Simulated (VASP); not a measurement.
# Al2O3 (P-6m2) in VASP: further runs

The runs below take Al2O3 through single point, with PBE+D3(BJ).

All numbers are computed with VASP 6.6.1; they aren't measurements. Logs are shortened: lines on timing, memory, paths and dates and some standing lists are left out, and cuts for length are marked.

## 1. The cell of the first run

The structure is hexagonal, space group P-6m2 (No. 187). Conventional cell: a = 2.810 Å, b = 2.810 Å, c = 7.077 Å, α = 90.00°, β = 90.00°, γ = 120.00°. Within 2.3 Å of Al (site symmetry 3m) lie 6 O at 1.75 to 2.11 Å. O (site symmetry 3m) has 3 Al at 1.75 Å within 2.3 Å. O (site symmetry -6m2) has 6 Al at 2.11 Å and 12 O at 2.58 to 2.81 Å within 2.9 Å.

## 2. Single point, PBE+D3(BJ)

The input, INCAR:

```
  PREC = Accurate
  ENCUT = 520
  EDIFF = 1E-6
  ISMEAR = 0
  SIGMA = 0.05
  LREAL = F
  LASPH = T
  NELM = 60
  ALGO = Normal
  ISIF = 2
  LWAVE = F
  LCHARG = F
  GGA = PE
  IVDW = 12
  NBANDS = 20
```

The input, KPOINTS:

```
Automatic mesh
0
Gamma
  9 9 4
```

The input, POSCAR:

```
Al2O3
1.0
    2.8099000000      0.0000000000      0.0000000000
   -1.4049500000      2.4334447821      0.0000000000
    0.0000000000      0.0000000000      7.0774000000
Al O
2 3
Direct
    0.0000000000      0.0000000000      0.1907358529
    0.0000000000      0.0000000000      0.8092641471
    0.3333333333      0.6666666667      0.2840924954
    0.6666666667      0.3333333333      0.0000000000
    0.3333333333      0.6666666667      0.7159075046
```

Potentials or basis: VASP PAW PBE potentials, release 64 (Al, O).

On the command line:

```
> cat potpaw_PBE.64/Al/POTCAR potpaw_PBE.64/O/POTCAR > POTCAR
> mpirun -np 1 vasp_std > vasp.out
```

OUTCAR:

```text
PREC = Accurate
   ENCUT = 520
   EDIFF = 1E-6
   ISMEAR = 0
   LREAL = F
   LASPH = T
   NELM = 60
   ISIF = 2
   GGA = PE
   IVDW = 12
 IVDW          = 12

 ion  position               nearest neighbor table
   1  0.000  0.000  0.191-   3 1.75   3 1.75   3 1.75   4 2.11   4 2.11   4 2.11   2 2.70
   2  0.000  0.000  0.809-   5 1.75   5 1.75   5 1.75   4 2.11   4 2.11   4 2.11   1 2.70
   3  0.333  0.667  0.284-   1 1.75   1 1.75   1 1.75
   4  0.667  0.333  0.000-   1 2.11   2 2.11   1 2.11   2 2.11   1 2.11   2 2.11
   5  0.333  0.667  0.716-   2 1.75   2 1.75   2 1.75

  LATTYP: Found a hexagonal cell.
 ALAT       =     2.8099000000
 C/A-ratio  =     2.5187373216

  Lattice vectors:

 A1 = (   2.8099000000,   0.0000000000,   0.0000000000)
 A2 = (  -1.4049500000,   2.4334447821,   0.0000000000)
 A3 = (   0.0000000000,   0.0000000000,   7.0774000000)

Analysis of symmetry for initial positions (statically):
=====================================================================
 Subroutine PRICEL returns:
 Original cell was already a primitive cell.

 Routine SETGRP: Setting up the symmetry group for a
 hexagonal supercell.

 Subroutine GETGRP returns: Found 12 space group operations
 (whereof 12 operations were pure point group operations)
 out of a pool of 24 trial point group operations.

The static configuration has the point symmetry D_3h.

Analysis of symmetry for dynamics (positions and initial velocities):
=====================================================================
 Subroutine PRICEL returns:
 Original cell was already a primitive cell.

 Routine SETGRP: Setting up the symmetry group for a
 hexagonal supercell.

 Subroutine GETGRP returns: Found 12 space group operations
 (whereof 12 operations were pure point group operations)
 out of a pool of 24 trial point group operations.

The dynamic configuration has the point symmetry D_3h.

 Subroutine INISYM returns: Found 12 space group operations
 (whereof 12 operations are pure point group operations),
 and found     1 'primitive' translations

----------------------------------------------------------------------------------------

                                     Primitive cell

  volume of cell :      48.3934

  direct lattice vectors                    reciprocal lattice vectors
     2.809900000  0.000000000  0.000000000     0.355884551  0.205470041  0.000000000
    -1.404950000  2.433444782  0.000000000     0.000000000  0.410940083  0.000000000
     0.000000000  0.000000000  7.077400000     0.000000000  0.000000000  0.141294826

  length of vectors
     2.809900000  2.809900000  7.077400000     0.410940083  0.410940083  0.141294826

  position of ions in fractional coordinates (direct lattice)
     0.000000000  0.000000000  0.190735853
     0.000000000  0.000000000  0.809264147
     0.333333333  0.666666667  0.284092495
     0.666666667  0.333333333  0.000000000
     0.333333333  0.666666667  0.715907505

  ion indices of the primitive-cell ions
   primitive index   ion index
                 1           1
                 2           2
                 3           3
                 4           4
                 5           5

----------------------------------------------------------------------------------------

 KPOINTS: Automatic mesh

Automatic generation of k-mesh.
 Grid dimensions read from file:
 generate k-points for:    9    9    4

 Generating k-lattice:

  Cartesian coordinates                     Fractional coordinates (reciprocal lattice)
     0.039542728  0.022830005  0.000000000     0.111111111 -0.000000000  0.000000000
     0.000000000  0.045660009  0.000000000     0.000000000  0.111111111  0.000000000
     0.000000000  0.000000000  0.035323706     0.000000000  0.000000000  0.250000000

  Length of vectors
     0.045660009  0.045660009  0.035323706

  Shift w.r.t. Gamma in fractional coordinates (k-lattice)
     0.000000000  0.000000000  0.000000000

 Subroutine IBZKPT returns following result:
 ===========================================

 Found     36 irreducible k-points:

 Following reciprocal coordinates:
            Coordinates               Weight
  0.000000  0.000000  0.000000      1.000000
  0.111111 -0.000000  0.000000      6.000000
  0.222222 -0.000000  0.000000      6.000000
  0.333333 -0.000000  0.000000      6.000000
  0.444444 -0.000000  0.000000      6.000000
  0.111111  0.111111  0.000000      6.000000
[... 16 lines left out ...]
  0.333333  0.222222  0.250000     24.000000
  0.333333  0.333333  0.250000      4.000000
 [... further k-points ...]
   k-points           NKPTS =     36   k-points in BZ     NKDIM =     36   number of bands    NBANDS=     20
   number of dos      NEDOS =    301   number of ions     NIONS =      5
   total plane-waves  NPLWV =  31104
   dimension x,y,z NGX =    24 NGY =   24 NGZ =   54
   dimension x,y,z NGXF=    48 NGYF=   48 NGZF=  108
   ions per type =               2   3
   NGX,Y,Z   is equivalent  to a cutoff of  14.20, 14.20, 12.68 a.u.
   NGXF,Y,Z  is equivalent  to a cutoff of  28.40, 28.40, 25.37 a.u.
 SYSTEM =  unknown system
   PREC   = accura    normal or accurate (medium, high low for compatibility)
   ISTART =      0    job   : 0-new  1-cont  2-samecut
   ICHARG =      2    charge: 1-file 2-atom 10-const
   ISPIN  =      1    spin polarized calculation?
   LNONCOLLINEAR =      F non collinear calculations
   LSORBIT =      F    spin-orbit coupling
   LASPH  =      T    aspherical Exc in radial PAW
   ENCUT  =  520.0 eV  38.22 Ry    6.18 a.u.   5.22  5.22 13.16*2*pi/ulx,y,z
   NELM   =     60;   NELMIN=  2; NELMDL= -5     # of ELM steps
   EDIFF  = 0.1E-05   stopping-criterion for ELM
   LREAL  =      F    real-space projection
   EDIFFG = 0.1E-04   stopping-criterion for IOM
   NSW    =      0    number of steps for IOM
   IBRION =     -1    ionic relax: 0-MD 1-quasi-New 2-CG
   NFREE  =      0    steps in history (QN), initial steepest desc. (CG)
   ISIF   =      2    stress and relaxation
   ISYM   =      2    0-nonsym 1-usesym 2-fastsym
   POTIM  = 0.5000    time-step for ionic-motion
   TEBEG  =    0.0;   TEEND  =   0.0 temperature during run
   PSTRESS=    0.0 pullay stress
   NELECT =      24.0000    total number of electrons
   NUPDOWN=      -1.0000    fix difference up-down
   EMIN   =  10.00;   EMAX   =-10.00  energy-range for DOS
   EFERMI =   0.00;   METHOD = LEGACY
   ISMEAR =     0;   SIGMA  =   0.05  broadening in eV -4-tet -1-fermi 0-gaus
   EFERMI_NEDOS =   21; number of points for ismear=-14 and -15
   IALGO  =     38    algorithm
   IMIX   =      4    mixing-type and parameters
     AMIX     =   0.40;   BMIX     =  1.00
     AMIX_MAG =   1.60;   BMIX_MAG =  1.00
  volume/ion in A,a.u.               =       9.68        65.31
  Fermi-wavevector in a.u.,A,eV,Ry     =   1.295836  2.448774 22.846763  1.679190
  Thomas-Fermi vector in A             =   2.427330
   LORBIT       =      0    0 simple, 1 ext, 2 COOP (PROOUT), +10 PAW based schemes
   GGA     = PE    functional components
   LHFCALC =     F    Hartree Fock is set to
   AEXX    =    0.0000 exact exchange contribution
   IVDW    =    12    specifies the selected vdW correction
   LEPSILON=     F    determine dielectric tensor
   LRPA    =     F    only Hartree local field effects (RPA)
 non-spin polarized calculation
 Gauss-broadening in eV      SIGMA  =   0.05
  energy-cutoff  :      520.00
  volume of cell :       48.39
 maximum number of plane-waves:      1317
 NGX is ok and might be reduce to    24
   NGX = 11   NGY = 11   NGZ = 27

 number of electron      24.0000007 magnetization

 Free energy of the ion-electron system (eV)
  ---------------------------------------------------
  ext. energy  EPLUGINS =         0.00000000
  ---------------------------------------------------
  free energy    TOTEN  =       -36.11797390 eV

  energy without entropy =      -36.11797390  energy(sigma->0) =      -36.11797390

 E-fermi :   4.8339     XC(G=0): -10.6558

 val. band max:        4.5117949269   @ k =   0.1111   0.1111   0.0000
 cond. band min:       9.5933776535   @ k =   0.0000   0.0000   0.0000
 fundamental gap:      5.0815827265
 Fermi energy:         4.8338972121

 k-point     1 :       0.0000    0.0000    0.0000
  band No.  band energies     occupation
      1     -15.1345      2.00000
      2     -13.7118      2.00000
      3     -12.5486      2.00000
      4      -0.9794      2.00000
      5       1.6762      2.00000
      6       2.6076      2.00000
[... 12 lines left out ...]
     19      19.7543      0.00000
     20      20.1289      0.00000

 k-point     2 :       0.1111   -0.0000    0.0000
  band No.  band energies     occupation
      1     -14.9665      2.00000
      2     -13.5861      2.00000
      3     -12.4861      2.00000
      4      -0.9065      2.00000
      5       1.3143      2.00000
      6       2.3576      2.00000
[... 12 lines left out ...]
     19      19.7326      0.00000
     20      20.1447      0.00000

 k-point     3 :       0.2222   -0.0000    0.0000
  band No.  band energies     occupation
      1     -14.4951      2.00000
      2     -13.2482      2.00000
      3     -12.3417      2.00000
      4      -0.8656      2.00000
      5       0.1032      2.00000
      6       1.3764      2.00000
[... 12 lines left out ...]
     19      19.2898      0.00000
     20      20.1835      0.00000

 k-point     4 :       0.3333   -0.0000    0.0000
  band No.  band energies     occupation
      1     -13.8313      2.00000
      2     -12.8241      2.00000
      3     -12.2400      2.00000
      4      -1.2828      2.00000
      5      -1.2746      2.00000
      6       0.2804      2.00000
[... 429 lines left out ...]
 k-point    23 :       0.3333    0.2222    0.2500
  band No.  band energies     occupation
      1     -12.9590      2.00000
      2     -12.4249      2.00000
      3     -12.2851      2.00000
      4      -1.7527      2.00000
      5      -1.4359      2.00000
      6      -0.2635      2.00000
[... 12 lines left out ...]
     19      18.3058      0.00000
     20      18.8372      0.00000

 k-point    24 :       0.3333    0.3333    0.2500
  band No.  band energies     occupation
      1     -12.7063      2.00000
      2     -12.3964      2.00000
      3     -12.3273      2.00000
      4      -1.6832      2.00000
      5      -1.2175      2.00000
      6      -0.3983      2.00000
[... 12 lines left out ...]
     19      18.1262      0.00000
     20      18.5168      0.00000

 [... further k-points ...]

------------------------ aborting loop because EDIFF is reached ----------------------------------------

 Edisp (eV)   -1.04417

 E8    (eV) :    -0.3949

  FORCE on cell =-STRESS in cart. coord.  units (eV):
  Direction    XX          YY          ZZ          XY          YZ          ZX
  --------------------------------------------------------------------------------------
  -------------------------------------------------------------------------------------
  Total       4.81891     4.81891     3.59877     0.00000    -0.00000     0.00000
  in kB     159.54152   159.54152   119.14582     0.00000    -0.00000     0.00000
  external pressure =      146.08 kB  Pullay stress =        0.00 kB

 VOLUME and BASIS-vectors are now :
 -----------------------------------------------------------------------------
  energy-cutoff  :      520.00
  volume of cell :       48.39
      direct lattice vectors                 reciprocal lattice vectors
     2.809900000  0.000000000  0.000000000     0.355884551  0.205470041  0.000000000
    -1.404950000  2.433444782  0.000000000     0.000000000  0.410940083  0.000000000
     0.000000000  0.000000000  7.077400000     0.000000000  0.000000000  0.141294826

 POSITION                                       TOTAL-FORCE (eV/Angst)
 -----------------------------------------------------------------------------------
      0.00000      0.00000      1.34991        -0.000000     -0.000000     -0.051673
      0.00000      0.00000      5.72749        -0.000000      0.000000      0.051673
     -0.00000      1.62230      2.01064         0.000000      0.000000      0.894757
      1.40495      0.81115      0.00000        -0.000000      0.000000      0.000000
     -0.00000      1.62230      5.06676         0.000000      0.000000     -0.894757
 -----------------------------------------------------------------------------------
    total drift:                                0.000000     -0.000000      0.000000

  FREE ENERGIE OF THE ION-ELECTRON SYSTEM (eV)
  ---------------------------------------------------
  free  energy   TOTEN  =       -37.1621416899 eV

  energy  without entropy=      -37.1621416899  energy(sigma->0) =      -37.16214169
```

It took 17 s on 1 thread of AMD EPYC 9R45 (Zen 5), shared host; peak memory 0.17 GiB.

Results:

* Free energy: -37.1621 eV
* Pressure: 14.6 GPa
* Largest force: 0.895 eV/Å
* Band gap on the k mesh: 5.08 eV (least direct gap 5.22 eV)
* Dispersion energy per atom: -0.209 eV

Forces on the atoms (eV/Å):
```
Al   0.000  0.000 -0.052
Al   0.000  0.000  0.052
O    0.000  0.000  0.895
O    0.000  0.000  0.000
O    0.000  0.000 -0.895
```

Levels at points of the mesh, in eV from the valence-band top:
```tsv
k point	band 9	band 10	band 11	band 12	band 13	band 14	band 15	band 16
(0.00, 0.00, 0.00)	-1.48	-0.94	-0.94	-0.14	5.08	7.91	9.18	12.25
(0.00, 0.00, 0.50)	-1.51	-0.95	-0.92	-0.92	5.57	7.77	8.68	12.97
```

Caveat: the cell stands under pressure; an odd mesh through Γ misses points on the zone boundary, where band edges can lie.

## 3. Single point, PBE+D3(BJ)

This run uses another cell than the first one, of 9.88 Å³/atom.

The input, INCAR:

```
SYSTEM = Al2O3
  PREC = Accurate
  ENCUT = 520
  EDIFF = 1E-7
  ISMEAR = 0
  SIGMA = 0.05
  LREAL = .FALSE.
  LASPH = .TRUE.
  NELM = 80
  ALGO = Normal
  ISIF = 2
  LWAVE = .FALSE.
  LCHARG = .TRUE.
  GGA = PE
  IVDW = 12
  LELF = .TRUE.
  LVHAR = .TRUE.
  NBANDS = 20
```

The input, KPOINTS:

```
regular mesh
0
G
  9 9 4
  0 0 0
```

POSCAR: that of step 2 with these lines changed.

```diff
@@ -2,4 +2,4 @@
 1.0
-    2.8099000000      0.0000000000      0.0000000000
-   -1.4049500000      2.4334447821      0.0000000000
+    2.8385000000      0.0000000000      0.0000000000
+   -1.4192500000      2.4582131086      0.0000000000
     0.0000000000      0.0000000000      7.0774000000
```

Potentials or basis: VASP PAW PBE potentials, release 64 (Al, O).

On the command line:

```
> cat potpaw_PBE.64/Al/POTCAR potpaw_PBE.64/O/POTCAR > POTCAR
> mpirun -np 1 vasp_std > vasp.out
```

Wall time 20 s (1 thread of AMD EPYC 9R45 (Zen 5), shared host); peak memory 0.17 GiB.

It converged, with:

```yaml
Free_energy: -37.2391 eV
Pressure: 9.2 GPa
Largest_force: 0.614 eV/Å
Band_gap_on_the_k_mesh: 4.78 eV (least direct gap 4.90 eV)
Dispersion_energy_per_atom: -0.205 eV
```

Forces on the atoms (eV/Å):
```
Al   0.000  0.000  0.192
Al   0.000  0.000 -0.192
O    0.000  0.000  0.614
O    0.000  0.000  0.000
O    0.000  0.000 -0.614
```

Stress tensor (GPa, compression positive):
```
 8.60  0.00  0.00
 0.00  8.60  0.00
 0.00  0.00 10.29
```

Levels at points of the mesh, in eV from the valence-band top:
```csv
k point,band 10,band 11,band 12,band 13,band 14,band 15
"(0.00, 0.00, 0.00)",-1.00,-1.00,-0.12,4.78,7.65,8.85
"(0.00, 0.00, 0.50)",-0.98,-0.98,-0.94,5.27,7.49,8.42
```

Caveat: the cell stands under pressure; an odd mesh through Γ misses points on the zone boundary, where band edges can lie.
